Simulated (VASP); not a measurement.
Wanted: the native input for a VASP 6.6.1 run.

| Property | Result |
| --- | --- |
| Task | single point |
| Functional | revPBE |
| Potentials or basis | VASP PAW PBE potentials, release 64 (Pd) |
| Cutoff | 520 eV |
| k mesh | 13 × 13 × 13 |
| Occupations | fermi-dirac, width 0.1 eV |
| Spin | no spin polarisation |
| Dipole correction | no |
| Further INCAR settings | ALGO = Normal; EDIFF = 1e-07; NBANDS = 11 |

The structure of Pd lies in POSCAR:

```
Pd
1.0
    2.6005229744      0.0000000000      0.0000000000
    0.0000000000      2.6005229744      0.0000000000
    0.0000000000      0.0000000000      2.6005229744
Pd
1
Direct
    0.0000000000      0.0000000000      0.0000000000
```

This cell differs from its parent crystal: volume scaled by 0.96.

These files were run (other wordings do the same):

INCAR

```
PREC     = Accurate       # precision mode
ENCUT    = 520            # plane-wave cutoff, eV
EDIFF    = 1E-7           # SCF threshold, eV
ISMEAR   = -1             # smearing method
SIGMA    = 0.1            # smearing width, eV
LREAL    = F              # projectors in reciprocal space
LASPH    = T              # aspherical terms in the spheres
NELM     = 60             # most SCF steps
ALGO     = Normal         # electronic algorithm
ISIF     = 2              # what is computed and relaxed
LWAVE    = F              # write WAVECAR
LCHARG   = F              # write CHGCAR
GGA      = RE             # functional
NBANDS   = 11             # bands
```

KPOINTS

```
Automatic mesh
0
Gamma
  13 13 13
```

Potentials or basis: VASP PAW PBE potentials, release 64 (Pd).

Run with:

```console
$ cat potpaw_PBE.64/Pd/POTCAR > POTCAR
$ mpirun -np 1 vasp_std > vasp.out
```

Results of the run:

```
Pressure               : 4.5 GPa
Band gap on the k mesh : zero (band 5 reaches 8.54 eV, above the bottom of band 6 at 6.83 eV)
```

Caveat: the PAW data sets were made with another functional, which shifts forces and pressure a little.

It took 6.4 s on 1 thread of Intel(R) Xeon(R) Platinum 8488C (Sapphire Rapids) (shared host), peak memory 0.13 GiB.
